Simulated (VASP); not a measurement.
# Ir (P6_3/mmc) in VASP: further runs

Aim: see how the results for Ir move with the level of theory and the settings. Levels: BLYP, LDA, PBEsol. Tasks: single point.

All numbers are computed with VASP 6.6.1; they aren't measurements. Logs are shortened: lines on timing, memory, paths and dates and some standing lists are left out, and cuts for length are marked.

## (1) The cell of the first run

It takes space group P6_3/mmc (No. 194, hexagonal). Conventional cell: a = 2.751 Å, b = 2.751 Å, c = 4.462 Å, α = 90.00°, β = 90.00°, γ = 120.00°. Within 3.6 Å of Ir (site symmetry -6m2) lie 12 Ir at 2.74 to 2.75 Å.

## (2) Single point, BLYP

Contents of INCAR:

```
AGGAC = 1.0
AGGAX = 1.0
ALDAC = 0.0
ALDAX = 1.0
ALGO = Normal
EDIFF = 1E-6
ENCUT = 520
GGA = B5
ISIF = 2
ISMEAR = 1
LASPH = True
LCHARG = False
LREAL = False
LWAVE = False
NBANDS = 16
NELM = 60
PREC = Accurate
SIGMA = 0.15
```

Contents of KPOINTS:

```
k-points
0
Gamma
  14 14 8
```

Contents of POSCAR:

```
Ir
1.0
    2.7513778900      0.0000000000      0.0000000000
   -1.3756889500      2.3827631500      0.0000000000
    0.0000000000      0.0000000000      4.4622900000
Ir
2
Direct
    0.6666666720      0.3333333319      0.7500000000
    0.3333333337      0.6666666723      0.2500000000
```

Potentials or basis: VASP PAW PBE potentials, release 64 (Ir).

On the command line:

```console
cat potpaw_PBE.64/Ir/POTCAR > POTCAR
mpirun -np 1 vasp_std > vasp.out
```

OUTCAR:

```text
EDIFF = 1E-6
   ENCUT = 520
   GGA = B5
   ISIF = 2
   ISMEAR = 1
   LASPH = True
   LREAL = False
   NELM = 60
   PREC = Accurate

 ion  position               nearest neighbor table
   1  0.667  0.333  0.750-   2 2.74   2 2.74   2 2.74   2 2.74   2 2.74   2 2.74
   2  0.333  0.667  0.250-   1 2.74   1 2.74   1 2.74   1 2.74   1 2.74   1 2.74

  LATTYP: Found a hexagonal cell.
 ALAT       =     2.7513778900
 C/A-ratio  =     1.6218382855

  Lattice vectors:

 A1 = (   2.7513778900,   0.0000000000,   0.0000000000)
 A2 = (  -1.3756889500,   2.3827631500,   0.0000000000)
 A3 = (   0.0000000000,   0.0000000000,   4.4622900000)

Analysis of symmetry for initial positions (statically):
=====================================================================
 Subroutine PRICEL returns:
 Original cell was already a primitive cell.

 Routine SETGRP: Setting up the symmetry group for a
 hexagonal supercell.

 Subroutine GETGRP returns: Found 24 space group operations
 (whereof 12 operations were pure point group operations)
 out of a pool of 24 trial point group operations.

The static configuration has the point symmetry D_3d.
 The point group associated with its full space group is D_6h.

Analysis of symmetry for dynamics (positions and initial velocities):
=====================================================================
 Subroutine PRICEL returns:
 Original cell was already a primitive cell.

 Routine SETGRP: Setting up the symmetry group for a
 hexagonal supercell.

 Subroutine GETGRP returns: Found 24 space group operations
 (whereof 12 operations were pure point group operations)
 out of a pool of 24 trial point group operations.

The dynamic configuration has the point symmetry D_3d.
 The point group associated with its full space group is D_6h.

 Subroutine INISYM returns: Found 24 space group operations
 (whereof 12 operations are pure point group operations),
 and found     1 'primitive' translations

----------------------------------------------------------------------------------------

                                     Primitive cell

  volume of cell :      29.2542

  direct lattice vectors                    reciprocal lattice vectors
     2.751377890  0.000000000  0.000000000     0.363454255  0.209840412  0.000000000
    -1.375688950  2.382763150  0.000000000     0.000000000  0.419680823  0.000000000
     0.000000000  0.000000000  4.462290000     0.000000000  0.000000000  0.224100182

  length of vectors
     2.751377890  2.751377894  4.462290000     0.419680824  0.419680823  0.224100182

  position of ions in fractional coordinates (direct lattice)
     0.666666672  0.333333332  0.750000000
     0.333333334  0.666666672  0.250000000

  ion indices of the primitive-cell ions
   primitive index   ion index
                 1           1
                 2           2

----------------------------------------------------------------------------------------

 KPOINTS: k-points

Automatic generation of k-mesh.
 Grid dimensions read from file:
 generate k-points for:   14   14    8

 Generating k-lattice:

  Cartesian coordinates                     Fractional coordinates (reciprocal lattice)
     0.025961018  0.014988601  0.000000000     0.071428571  0.000000000  0.000000000
     0.000000000  0.029977202  0.000000000     0.000000000  0.071428571  0.000000000
     0.000000000  0.000000000  0.028012523     0.000000000  0.000000000  0.125000000

  Length of vectors
     0.029977202  0.029977202  0.028012523

  Shift w.r.t. Gamma in fractional coordinates (k-lattice)
     0.000000000  0.000000000  0.000000000

 Subroutine IBZKPT returns following result:
 ===========================================

 Found    120 irreducible k-points:

 Following reciprocal coordinates:
            Coordinates               Weight
  0.000000  0.000000  0.000000      1.000000
  0.071429  0.000000  0.000000      6.000000
  0.142857  0.000000  0.000000      6.000000
  0.214286  0.000000  0.000000      6.000000
  0.285714  0.000000  0.000000      6.000000
  0.357143 -0.000000  0.000000      6.000000
[... 16 lines left out ...]
  0.285714  0.285714  0.000000      6.000000
  0.357143  0.285714  0.000000      6.000000
 [... further k-points ...]
   k-points           NKPTS =    120   k-points in BZ     NKDIM =    120   number of bands    NBANDS=     16
   number of dos      NEDOS =    301   number of ions     NIONS =      2
   total plane-waves  NPLWV =  14400
   dimension x,y,z NGX =    20 NGY =   20 NGZ =   36
   dimension x,y,z NGXF=    40 NGYF=   40 NGZF=   72
   ions per type =               2
   NGX,Y,Z   is equivalent  to a cutoff of  12.08, 12.08, 13.41 a.u.
   NGXF,Y,Z  is equivalent  to a cutoff of  24.17, 24.17, 26.82 a.u.
 SYSTEM =  unknown system
   PREC   = accura    normal or accurate (medium, high low for compatibility)
   ISTART =      0    job   : 0-new  1-cont  2-samecut
   ICHARG =      2    charge: 1-file 2-atom 10-const
   ISPIN  =      1    spin polarized calculation?
   LNONCOLLINEAR =      F non collinear calculations
   LSORBIT =      F    spin-orbit coupling
   LASPH  =      T    aspherical Exc in radial PAW
   ENCUT  =  520.0 eV  38.22 Ry    6.18 a.u.   5.12  5.12  8.30*2*pi/ulx,y,z
   NELM   =     60;   NELMIN=  2; NELMDL= -5     # of ELM steps
   EDIFF  = 0.1E-05   stopping-criterion for ELM
   LREAL  =      F    real-space projection
   EDIFFG = 0.1E-04   stopping-criterion for IOM
   NSW    =      0    number of steps for IOM
   IBRION =     -1    ionic relax: 0-MD 1-quasi-New 2-CG
   NFREE  =      0    steps in history (QN), initial steepest desc. (CG)
   ISIF   =      2    stress and relaxation
   ISYM   =      2    0-nonsym 1-usesym 2-fastsym
   POTIM  = 0.5000    time-step for ionic-motion
   TEBEG  =    0.0;   TEEND  =   0.0 temperature during run
   PSTRESS=    0.0 pullay stress
   NELECT =      18.0000    total number of electrons
   NUPDOWN=      -1.0000    fix difference up-down
   EMIN   =  10.00;   EMAX   =-10.00  energy-range for DOS
   EFERMI =   0.00;   METHOD = LEGACY
   ISMEAR =     1;   SIGMA  =   0.15  broadening in eV -4-tet -1-fermi 0-gaus
   EFERMI_NEDOS =   21; number of points for ismear=-14 and -15
   IALGO  =     38    algorithm
   IMIX   =      4    mixing-type and parameters
     AMIX     =   0.40;   BMIX     =  1.00
     AMIX_MAG =   1.60;   BMIX_MAG =  1.00
  volume/ion in A,a.u.               =      14.63        98.71
  Fermi-wavevector in a.u.,A,eV,Ry     =   1.392417  2.631287 26.379323  1.938826
  Thomas-Fermi vector in A             =   2.516162
   LORBIT       =      0    0 simple, 1 ext, 2 COOP (PROOUT), +10 PAW based schemes
   GGA     = B5    functional components
   LHFCALC =     F    Hartree Fock is set to
   AEXX    =    0.0000 exact exchange contribution
   IVDW    =     0    specifies the selected vdW correction
   LEPSILON=     F    determine dielectric tensor
   LRPA    =     F    only Hartree local field effects (RPA)
 non-spin polarized calculation
 Methfessel and Paxton  Order N= 1 SIGMA  =   0.15
  energy-cutoff  :      520.00
  volume of cell :       29.25
 maximum number of plane-waves:       796
   NGX = 11   NGY = 11   NGZ = 17

 number of electron      18.0000000 magnetization

 Free energy of the ion-electron system (eV)
  ---------------------------------------------------
  ext. energy  EPLUGINS =         0.00000000
  ---------------------------------------------------
  free energy    TOTEN  =       -14.66644525 eV

  energy without entropy =      -14.66551441  energy(sigma->0) =      -14.66613497

 E-fermi :  10.5316     XC(G=0): -13.0806

 val. band max:       10.5278210615   @ k =   0.3571   0.0714   0.2500
 cond. band min:      10.5458229619   @ k =   0.2857   0.0714   0.0000
 fundamental gap:      0.0180019004
 Fermi energy:        10.5315790827

 k-point     1 :       0.0000    0.0000    0.0000
  band No.  band energies     occupation
      1      -0.1406      2.00000
      2       2.7703      2.00000
      3       6.7597      2.00000
      4       6.8718      2.00000
      5       6.8718      2.00000
      6       7.4872      2.00000
[... 8 lines left out ...]
     15      27.2544      0.00000
     16      28.2594      0.00000

 k-point     2 :       0.0714    0.0000    0.0000
  band No.  band energies     occupation
      1       0.0531      2.00000
      2       2.9422      2.00000
      3       6.4651      2.00000
      4       7.0329      2.00000
      5       7.1308      2.00000
      6       7.3896      2.00000
[... 8 lines left out ...]
     15      27.5074      0.00000
     16      28.5459      0.00000

 k-point     3 :       0.1429    0.0000    0.0000
  band No.  band energies     occupation
      1       0.6084      2.00000
      2       3.3976      2.00000
      3       6.0720      2.00000
      4       7.0799      2.00000
      5       7.1909      2.00000
      6       7.5043      2.00000
[... 8 lines left out ...]
     15      28.0683      0.00000
     16      28.4721      0.00000

 k-point     4 :       0.2143    0.0000    0.0000
  band No.  band energies     occupation
      1       1.4357      2.00000
      2       3.8791      2.00000
      3       5.8347      2.00000
      4       6.1383      2.00000
      5       6.8074      2.00000
      6       7.4669      2.00000
[... 8 lines left out ...]
     15      27.3817      0.00000
     16      27.4836      0.00000

 k-point     5 :       0.2857    0.0000    0.0000
  band No.  band energies     occupation
      1       2.3451      2.00000
      2       3.9423      2.00000
      3       5.2374      2.00000
      4       6.0481      2.00000
      5       6.8075      2.00000
      6       7.1164      2.00000
[... 8 lines left out ...]
     15      25.5166      0.00000
     16      26.2844      0.00000

 k-point     6 :       0.3571   -0.0000    0.0000
  band No.  band energies     occupation
      1       3.0361      2.00000
      2       3.7013      2.00000
      3       4.5663      2.00000
      4       6.4793      2.00000
      5       6.8340      2.00000
      6       7.2501      2.00000
[... 8 lines left out ...]
     15      23.8249      0.00000
     16      25.3518      0.00000

 k-point     7 :       0.4286    0.0000    0.0000
  band No.  band energies     occupation
      1       3.3293      2.00000
      2       3.4981      2.00000
      3       4.1541      2.00000
      4       6.6526      2.00000
      5       7.0557      2.00000
      6       7.2300      2.00000
[... 8 lines left out ...]
     15      22.5607      0.00000
     16      23.0290      0.00000

 k-point     8 :       0.5000   -0.0000    0.0000
  band No.  band energies     occupation
      1       3.3428      2.00000
      2       3.4717      2.00000
      3       4.0152      2.00000
      4       6.5902      2.00000
      5       7.1714      2.00000
      6       7.4177      2.00000
[... 8 lines left out ...]
     15      21.4607      0.00000
     16      22.0734      0.00000

 k-point     9 :       0.0714    0.0714    0.0000
  band No.  band energies     occupation
      1       0.4287      2.00000
      2       3.2615      2.00000
      3       6.1599      2.00000
      4       7.2058      2.00000
      5       7.3656      2.00000
      6       7.3770      2.00000
[... 8 lines left out ...]
     15      27.9623      0.00000
     16      28.5554      0.00000
[... 172 lines left out ...]
 k-point    19 :       0.4286    0.1429    0.0000
  band No.  band energies     occupation
      1       3.9050      2.00000
      2       3.9877      2.00000
      3       4.0574      2.00000
      4       6.4462      2.00000
      5       6.7952      2.00000
      6       7.0397      2.00000
[... 8 lines left out ...]
     15      21.7784      0.00000
     16      23.1833      0.00000

 k-point    20 :       0.2143    0.2143    0.0000
  band No.  band energies     occupation
      1       3.6979      2.00000
      2       4.6319      2.00000
      3       4.8935      2.00000
      4       5.0763      2.00000
      5       6.3701      2.00000
      6       7.1932      2.00000
[... 8 lines left out ...]
     15      20.7826      0.00000
     16      26.3126      0.00000

 k-point    21 :       0.2857    0.2143    0.0000
  band No.  band energies     occupation
      1       4.2461      2.00000
      2       4.2848      2.00000
      3       4.6894      2.00000
      4       5.6186      2.00000
      5       6.3010      2.00000
      6       7.2065      2.00000
[... 8 lines left out ...]
     15      21.4167      0.00000
     16      25.6770      0.00000

 k-point    22 :       0.3571    0.2143    0.0000
  band No.  band energies     occupation
      1       4.1002      2.00000
      2       4.4329      2.00000
      3       4.5212      2.00000
      4       6.1764      2.00000
      5       6.3579      2.00000
      6       6.9234      2.00000
[... 8 lines left out ...]
     15      22.6182      0.00000
     16      23.9094      0.00000

 k-point    23 :       0.2857    0.2857    0.0000
  band No.  band energies     occupation
      1       4.1263      2.00000
      2       4.6489      2.00000
      3       5.0508      2.00000
      4       5.6390      2.00000
      5       6.3180      2.00000
      6       6.8797      2.00000
[... 8 lines left out ...]
     15      23.0031      0.00000
     16      24.8383      0.00000

 k-point    24 :       0.3571    0.2857    0.0000
  band No.  band energies     occupation
      1       4.0716      2.00000
      2       4.8662      2.00000
      3       4.9626      2.00000
      4       5.8343      2.00000
      5       6.4207      2.00000
      6       6.6655      2.00000
[... 8 lines left out ...]
     15      23.7953      0.00000
     16      24.0222      0.00000

 [... further k-points ...]

------------------------ aborting loop because EDIFF is reached ----------------------------------------

  FORCE on cell =-STRESS in cart. coord.  units (eV):
  Direction    XX          YY          ZZ          XY          YZ          ZX
  --------------------------------------------------------------------------------------
  -------------------------------------------------------------------------------------
  Total        3.2759277      3.2759277      3.2265734     -0.0000000      0.0000000      0.0000000
  in kB      179.4138570    179.4138573    176.7108512     -0.0000004      0.0000000      0.0000000
  external PRESSURE =     178.5128552 kB  Pullay stress =       0.0000000 kB

 VOLUME and BASIS-vectors are now :
 -----------------------------------------------------------------------------
  energy-cutoff  :      520.00
  volume of cell :       29.25
      direct lattice vectors                 reciprocal lattice vectors
     2.751377890  0.000000000  0.000000000     0.363454255  0.209840412  0.000000000
    -1.375688950  2.382763150  0.000000000     0.000000000  0.419680823  0.000000000
     0.000000000  0.000000000  4.462290000     0.000000000  0.000000000  0.224100182

 POSITION                                       TOTAL-FORCE (eV/Angst)
 -----------------------------------------------------------------------------------
      1.37569      0.79425      3.34672         0.000000     -0.000000      0.000000
     -0.00000      1.58851      1.11557        -0.000000      0.000000      0.000000
 -----------------------------------------------------------------------------------
    total drift:                               -0.000001     -0.000000     -0.000000

  FREE ENERGIE OF THE ION-ELECTRON SYSTEM (eV)
  ---------------------------------------------------
  free  energy   TOTEN  =       -14.6664452483 eV

  energy  without entropy=      -14.6655144056  energy(sigma->0) =      -14.66613497
```

Run time: 31 s. Hardware: 1 thread of Intel Xeon Platinum 8488C (Sapphire Rapids), shared host; peak memory 0.17 GiB.

What came out:

| Property | Result |
| --- | --- |
| Free energy | -14.6664 eV |
| Pressure | 17.9 GPa |
| Band gap on the k mesh | zero (band 9 reaches 11.44 eV, above the bottom of band 10 at 8.37 eV) |

Caveat: the PAW data sets were made with another functional, which shifts forces and pressure a little; spin-orbit coupling is left out, which moves the levels of the heavy elements.

## (3) Single point, LDA

Contents of INCAR:

```
SYSTEM = Ir
  ALGO = Normal
  EDIFF = 1E-7
  ENCUT = 520
  ISIF = 2
  ISMEAR = 1
  LASPH = .True.
  LCHARG = .False.
  LREAL = .False.
  LWAVE = .False.
  NBANDS = 16
  NELM = 100
  PREC = Accurate
  SIGMA = 0.15
```

Contents of KPOINTS:

```
k-points
0
Gamma
  14 14 8
  0 0 0
```

POSCAR is that of step 2.

Potentials or basis: VASP PAW LDA potentials, release 64 (Ir).

On the command line:

```console
cat potpaw_LDA.64/Ir/POTCAR > POTCAR
mpirun -np 1 vasp_std > vasp.out
```

OUTCAR:

```text
SYSTEM = Ir
   EDIFF = 1E-7
   ENCUT = 520
   ISIF = 2
   ISMEAR = 1
   LASPH = .True.
   LREAL = .False.
   NELM = 100
   PREC = Accurate

 ion  position               nearest neighbor table
   1  0.667  0.333  0.750-   2 2.74   2 2.74   2 2.74   2 2.74   2 2.74   2 2.74
   2  0.333  0.667  0.250-   1 2.74   1 2.74   1 2.74   1 2.74   1 2.74   1 2.74

  LATTYP: Found a hexagonal cell.
 ALAT       =     2.7513778900
 C/A-ratio  =     1.6218382855

  Lattice vectors:

[... 645 lines left out ...]
------------------------ aborting loop because EDIFF is reached ----------------------------------------

  FORCE on cell =-STRESS in cart. coord.  units (eV):
  Direction    XX          YY          ZZ          XY          YZ          ZX
  --------------------------------------------------------------------------------------
  -------------------------------------------------------------------------------------
  Total       -2.8801097     -2.8801097     -2.9679688      0.0000000      0.0000000      0.0000000
  in kB     -157.7359559   -157.7359561   -162.5477683      0.0000003      0.0000000      0.0000000
  external PRESSURE =    -159.3398935 kB  Pullay stress =       0.0000000 kB

 VOLUME and BASIS-vectors are now :
 -----------------------------------------------------------------------------
  energy-cutoff  :      520.00
  volume of cell :       29.25
      direct lattice vectors                 reciprocal lattice vectors
     2.751377890  0.000000000  0.000000000     0.363454255  0.209840412  0.000000000
    -1.375688950  2.382763150  0.000000000     0.000000000  0.419680823  0.000000000
     0.000000000  0.000000000  4.462290000     0.000000000  0.000000000  0.224100182

 POSITION                                       TOTAL-FORCE (eV/Angst)
 -----------------------------------------------------------------------------------
      1.37569      0.79425      3.34672         0.000000     -0.000000      0.000000
     -0.00000      1.58851      1.11557        -0.000000      0.000000      0.000000
 -----------------------------------------------------------------------------------
    total drift:                               -0.000001     -0.000000     -0.000000

  FREE ENERGIE OF THE ION-ELECTRON SYSTEM (eV)
  ---------------------------------------------------
  free  energy   TOTEN  =       -20.4256245826 eV

  energy  without entropy=      -20.4240924368  energy(sigma->0) =      -20.42511387
```

stdout:

```text
POSCAR found type information on POSCAR Ir
 POSCAR found :  1 types and       2 ions
 scaLAPACK will be used
 LDA part: xc-table for (Slater(with rela. corr.)+CA(PZ))
 , standard interpolation
 POSCAR, INCAR and KPOINTS ok, starting setup
 FFT: planning ... GRIDC
 FFT: planning ... GRID_SOFT
 FFT: planning ... GRID
 WAVECAR not read
 entering main loop
```

It took 25 s on 1 thread of Intel Xeon Platinum 8488C (Sapphire Rapids), shared host; peak memory 0.16 GiB.

Results:

| Quantity | Value |
| --- | --- |
| Free energy | -20.4256 eV |
| Pressure | -15.9 GPa |
| Band gap on the k mesh | zero (band 9 reaches 10.76 eV, above the bottom of band 10 at 7.60 eV) |

Caveat: spin-orbit coupling is left out, which moves the levels of the heavy elements.

(Continued in part 2 of 2.)
